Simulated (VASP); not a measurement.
Set up this calculation in VASP 6.6.1, as the native input.

* Task: single point
* Functional: PBE
* Dispersion: D3(BJ)
* Potentials or basis: VASP PAW PBE potentials, release 64 (Bi_d, Te)
* Cutoff: 520 eV
* k mesh: 6 × 6 × 6
* Occupations: fermi-dirac, width 0.02 eV
* Spin: no spin polarisation
* Dipole correction: no
* Further INCAR settings: ALGO = Normal; EDIFF = 1e-07; NBANDS = 48

The structure of Bi4Te3 lies in POSCAR:

```
Bi4Te3
1.0
    2.2227693665      1.2833164921     13.8475449578
   -2.2227693665      1.2833164921     13.8475449578
    0.0000000000     -2.5666329842     13.8475449578
Bi Te
4 3
Direct
    0.7144005460      0.7144005460      0.7144005460
    0.2855994540      0.2855994540      0.2855994540
    0.1465483138      0.1465483138      0.1465483138
    0.8534516862      0.8534516862      0.8534516862
    0.0000000000      0.0000000000      0.0000000000
    0.4221815544      0.4221815544      0.4221815544
    0.5778184456      0.5778184456      0.5778184456
```

These files were run (other wordings do the same):

INCAR

```
SYSTEM = Bi4Te3
PREC = Accurate
ENCUT = 520
EDIFF = 1E-7
ISMEAR = -1
SIGMA = 0.02
LREAL = .False.
LASPH = .True.
NELM = 60
ALGO = Normal
ISIF = 2
LWAVE = .False.
LCHARG = .False.
GGA = PE
IVDW = 12
NBANDS = 48
```

KPOINTS

```
Automatic mesh
0
Gamma
  6 6 6
  0 0 0
```

Potentials or basis: VASP PAW PBE potentials, release 64 (Bi_d, Te).

Command:

```sh
$ cat potpaw_PBE.64/Bi_d/POTCAR potpaw_PBE.64/Te/POTCAR > POTCAR
$ mpirun -np 1 vasp_std > vasp.out
```

It gave:

The pressure is 0.0 GPa and the largest force is 0.012 eV/Å. The band gap on the k mesh is 0.17 eV (least direct gap 0.23 eV) and the dispersion energy per atom is -0.455 eV.

Caveat: spin-orbit coupling is left out, which moves the levels of the heavy elements.

Run time: 57 min on 1 thread of Intel(R) Xeon(R) Platinum 8559C (Emerald Rapids), on a shared host, peak memory 2 GiB.
